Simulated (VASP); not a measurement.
# HgTe (R3m) in VASP: single point with r2SCAN

Aim: the single point of HgTe with r2SCAN.

All numbers are computed with VASP 6.6.1; they aren't measurements. Logs are shortened: lines on timing, memory, paths and dates and some standing lists are left out, and cuts for length are marked.

### 1 The cell of the first run

The structure is trigonal, space group R3m (No. 160). The conventional cell has a = 4.652 Å, b = 4.652 Å, c = 11.522 Å, α = 90.00°, β = 90.00°, γ = 120.00°. Within 3.8 Å of Hg (site symmetry 3m) lie 4 Te at 2.86 Å. Within 3.8 Å of Te (site symmetry 3m) lie 4 Hg at 2.86 Å.

### 2 Single point, r2SCAN (strain along [111] +1.1%)

File POSCAR:

```
HgTe
1.0
    0.0245590456      3.3137169328      3.3137169328
    3.3137169328      0.0245590456      3.3137169328
    3.3137169328      3.3137169328      0.0245590456
Hg Te
1 1
Direct
    0.0006880562      0.0006880562      0.0006880562
    0.2493119438      0.2493119438      0.2493119438
```

File INCAR.step1:

```
  ALGO = Normal
  EDIFF = 1E-4
  ENCUT = 520
  GGA = PE
  ISMEAR = -1
  LASPH = T
  LCHARG = F
  LREAL = F
  LWAVE = T
  NBANDS = 16
  NELM = 100
  PREC = Accurate
  SIGMA = 0.02
```

File INCAR.step2:

```
  ALGO = Normal
  EDIFF = 1E-6
  ENCUT = 520
  ISIF = 2
  ISMEAR = -1
  ISTART = 1
  LASPH = T
  LCHARG = T
  LELF = T
  LMIXTAU = T
  LREAL = F
  LVHAR = T
  LWAVE = F
  METAGGA = R2SCAN
  NBANDS = 16
  NELM = 100
  PREC = Accurate
  SIGMA = 0.02
```

File KPOINTS:

```
k-points
0
Gamma
  6 6 6
```

Potentials or basis: VASP PAW PBE potentials, release 64 (Hg, Te).

Started as:

```sh
cat potpaw_PBE.64/Hg/POTCAR potpaw_PBE.64/Te/POTCAR > POTCAR
cp INCAR.step1 INCAR
mpirun -np 1 vasp_std > vasp.out
cp INCAR.step2 INCAR
mpirun -np 1 vasp_std > vasp.out
```

OUTCAR:

```text
EDIFF = 1E-6
   ENCUT = 520
   ISIF = 2
   ISMEAR = -1
   ISTART = 1
   LASPH = T
   LREAL = F
   METAGGA = R2SCAN
   NELM = 100
   PREC = Accurate

 ion  position               nearest neighbor table
   1  0.001  0.001  0.001-   2 2.86   2 2.86   2 2.86   2 2.86
   2  0.249  0.249  0.249-   1 2.86   1 2.86   1 2.86   1 2.86

  LATTYP: Found a trigonal (rhomboedric) cell.
 ALAT       =     4.6863677799
 COS(alpha) =     0.5073973936

  Lattice vectors:

 A1 = (   0.0245590456,   3.3137169328,   3.3137169328)
 A2 = (   3.3137169328,   0.0245590456,   3.3137169328)
 A3 = (   3.3137169328,   3.3137169328,   0.0245590456)

Analysis of symmetry for initial positions (statically):
=====================================================================
 Subroutine PRICEL returns:
 Original cell was already a primitive cell.

 Routine SETGRP: Setting up the symmetry group for a
 trigonal (rhombohedral) supercell.

 Subroutine GETGRP returns: Found  6 space group operations
 (whereof  6 operations were pure point group operations)
 out of a pool of 12 trial point group operations.

The static configuration has the point symmetry C_3v.

Analysis of symmetry for dynamics (positions and initial velocities):
=====================================================================
 Subroutine PRICEL returns:
 Original cell was already a primitive cell.

 Routine SETGRP: Setting up the symmetry group for a
 trigonal (rhombohedral) supercell.

 Subroutine GETGRP returns: Found  6 space group operations
 (whereof  6 operations were pure point group operations)
 out of a pool of 12 trial point group operations.

The dynamic configuration has the point symmetry C_3v.

 Subroutine INISYM returns: Found  6 space group operations
 (whereof  6 operations are pure point group operations),
 and found     1 'primitive' translations

----------------------------------------------------------------------------------------

                                     Primitive cell

  volume of cell :      71.9650

  direct lattice vectors                    reciprocal lattice vectors
     0.024559046  3.313716933  3.313716933    -0.152575829  0.151453358  0.151453358
     3.313716933  0.024559046  3.313716933     0.151453358 -0.152575829  0.151453358
     3.313716933  3.313716933  0.024559046     0.151453358  0.151453358 -0.152575829

  length of vectors
     4.686367780  4.686367780  4.686367780     0.262974568  0.262974568  0.262974568

  position of ions in fractional coordinates (direct lattice)
[... 79 lines left out ...]
   EDIFF  = 0.1E-05   stopping-criterion for ELM
   LREAL  =      F    real-space projection
   EDIFFG = 0.1E-04   stopping-criterion for IOM
   NSW    =      0    number of steps for IOM
   IBRION =     -1    ionic relax: 0-MD 1-quasi-New 2-CG
   NFREE  =      0    steps in history (QN), initial steepest desc. (CG)
   ISIF   =      2    stress and relaxation
   ISYM   =      2    0-nonsym 1-usesym 2-fastsym
   POTIM  = 0.5000    time-step for ionic-motion
   TEBEG  =    0.0;   TEEND  =   0.0 temperature during run
   PSTRESS=    0.0 pullay stress
   NELECT =      18.0000    total number of electrons
   NUPDOWN=      -1.0000    fix difference up-down
   EMIN   =  10.00;   EMAX   =-10.00  energy-range for DOS
   EFERMI =   0.00;   METHOD = LEGACY
   ISMEAR =    -1;   SIGMA  =   0.02  broadening in eV -4-tet -1-fermi 0-gaus
   EFERMI_NEDOS =   21; number of points for ismear=-14 and -15
   IALGO  =     38    algorithm
   IMIX   =      4    mixing-type and parameters
     AMIX     =   0.40;   BMIX     =  1.00
     AMIX_MAG =   1.60;   BMIX_MAG =  1.00
  volume/ion in A,a.u.               =      35.98       242.82
  Fermi-wavevector in a.u.,A,eV,Ry     =   1.031475  1.949205 14.475784  1.063940
  Thomas-Fermi vector in A             =   2.165625
   LORBIT       =      0    0 simple, 1 ext, 2 COOP (PROOUT), +10 PAW based schemes
   METAGGA = R2SCAN    functional components
   LHFCALC =     F    Hartree Fock is set to
   AEXX    =    0.0000 exact exchange contribution
   IVDW    =     0    specifies the selected vdW correction
   LEPSILON=     F    determine dielectric tensor
   LRPA    =     F    only Hartree local field effects (RPA)
 non-spin polarized calculation
  energy-cutoff  :      520.00
  volume of cell :       71.96
 maximum number of plane-waves:      1956
   NGX = 17   NGY = 17   NGZ = 17

 number of electron      18.0000000 magnetization

 Free energy of the ion-electron system (eV)
  ---------------------------------------------------
  ext. energy  EPLUGINS =         0.00000000
  ---------------------------------------------------
  free energy    TOTEN  =       -75.15261888 eV

  energy without entropy =      -75.15230922  energy(sigma->0) =      -75.15246405

 E-fermi :   2.2295     XC(G=0):  -9.0112

 val. band max:        2.2260155191   @ k =   0.0000   0.0000   0.0000
 cond. band min:       3.1211069362   @ k =   0.5000   0.0000   0.0000
 fundamental gap:      0.8950914171
 Fermi energy:         2.2294609049

 k-point     1 :       0.0000    0.0000    0.0000
  band No.  band energies     occupation
      1      -9.7391      2.00000
      2      -5.0742      2.00000
      3      -5.0702      2.00000
      4      -5.0702      2.00000
      5      -4.5779      2.00000
      6      -4.5779      2.00000
[... 433 lines left out ...]
      3      -4.8109      2.00000
      4      -4.6835      2.00000
      5      -4.5601      2.00000
      6      -4.0605      2.00000
[... 8 lines left out ...]
     15      13.4296      0.00000
     16      13.7626      0.00000

 [... further k-points ...]

------------------------ aborting loop because EDIFF is reached ----------------------------------------

  FORCE on cell =-STRESS in cart. coord.  units (eV):
  Direction    XX          YY          ZZ          XY          YZ          ZX
  --------------------------------------------------------------------------------------
  -------------------------------------------------------------------------------------
  Total       -0.1874681     -0.1874681     -0.1874681     -0.0686620     -0.0686620     -0.0686620
  in kB       -4.1736579     -4.1736579     -4.1736579     -1.5286431     -1.5286431     -1.5286431
  external PRESSURE =      -4.1736579 kB  Pullay stress =       0.0000000 kB

 VOLUME and BASIS-vectors are now :
 -----------------------------------------------------------------------------
  energy-cutoff  :      520.00
  volume of cell :       71.96
      direct lattice vectors                 reciprocal lattice vectors
     0.024559046  3.313716933  3.313716933    -0.152575829  0.151453358  0.151453358
     3.313716933  0.024559046  3.313716933     0.151453358 -0.152575829  0.151453358
     3.313716933  3.313716933  0.024559046     0.151453358  0.151453358 -0.152575829

 POSITION                                       TOTAL-FORCE (eV/Angst)
 -----------------------------------------------------------------------------------
      0.00458      0.00458      0.00458         0.003447      0.003447      0.003447
      1.65842      1.65842      1.65842        -0.003447     -0.003447     -0.003447
 -----------------------------------------------------------------------------------
    total drift:                                0.000066      0.000066      0.000066

  FREE ENERGIE OF THE ION-ELECTRON SYSTEM (eV)
  ---------------------------------------------------
  free  energy   TOTEN  =       -75.1526188822 eV

  energy  without entropy=      -75.1523092185  energy(sigma->0) =      -75.15246405
```

OSZICAR.step1:

```text
N       E                     dE             d eps       ncg     rms          rms(c)
DAV:   1     0.106030558451E+03    0.10603E+03   -0.79691E+03  1024   0.968E+02
DAV:   2     0.719466166413E-01   -0.10596E+03   -0.98887E+02  1200   0.226E+02
DAV:   3    -0.380258409128E+01   -0.38745E+01   -0.38652E+01  1312   0.445E+01
DAV:   4    -0.384080364923E+01   -0.38220E-01   -0.38216E-01  1496   0.395E+00
DAV:   5    -0.384090760118E+01   -0.10395E-03   -0.10395E-03  1368   0.197E-01    0.665E+00
DAV:   6    -0.364247612209E+01    0.19843E+00   -0.38983E-01  1224   0.808E+00    0.535E+00
DAV:   7    -0.363609113603E+01    0.63850E-02   -0.89607E-02  1112   0.200E+00    0.209E+00
DAV:   8    -0.363562231178E+01    0.46882E-03   -0.91501E-03  1200   0.107E+00    0.465E-01
DAV:   9    -0.363565056723E+01   -0.28255E-04   -0.72220E-04  1264   0.303E-01
   1 F= -.36356506E+01 E0= -.36354952E+01  d E =-.310787E-03
```

It took 3.7 min on 1 thread of AMD EPYC 7R43 (Zen 3), shared host; peak memory 0.2 GiB.

Results:

```
Free energy            : -75.1526 eV
Pressure               : -0.4 GPa
Largest force          : 0.006 eV/Å
Band gap on the k mesh : zero (filled and empty bands touch)
```

Forces on the atoms (eV/Å):
```
Hg   0.003  0.003  0.003
Te  -0.003 -0.003 -0.003
```

Stress tensor (GPa, compression positive):
```
-0.42 -0.15 -0.15
-0.15 -0.42 -0.15
-0.15 -0.15 -0.42
```

Levels at points of the mesh, in eV from the Fermi level:
| k point | band 7 | band 8 | band 9 | band 10 | band 11 | band 12 |
| --- | --- | --- | --- | --- | --- | --- |
| (0.00, 0.00, 0.00) | -0.60 | -0.05 | 0.00 | 0.00 | 4.60 | 4.70 |
| (0.50, 0.00, 0.00) | -5.23 | -0.95 | -0.90 | 0.89 | 5.40 | 5.41 |
| (0.50, 0.50, 0.00) | -5.25 | -2.13 | -2.07 | 2.07 | 2.88 | 8.43 |
| (0.50, 0.50, 0.50) | -5.27 | -0.89 | -0.89 | 1.01 | 5.47 | 5.47 |

Caveat: the cell differs from its parent crystal (strain along [111] +1.1%); the PAW data sets were made with another functional, which shifts forces and pressure a little; spin-orbit coupling is left out, which moves the levels of the heavy elements.
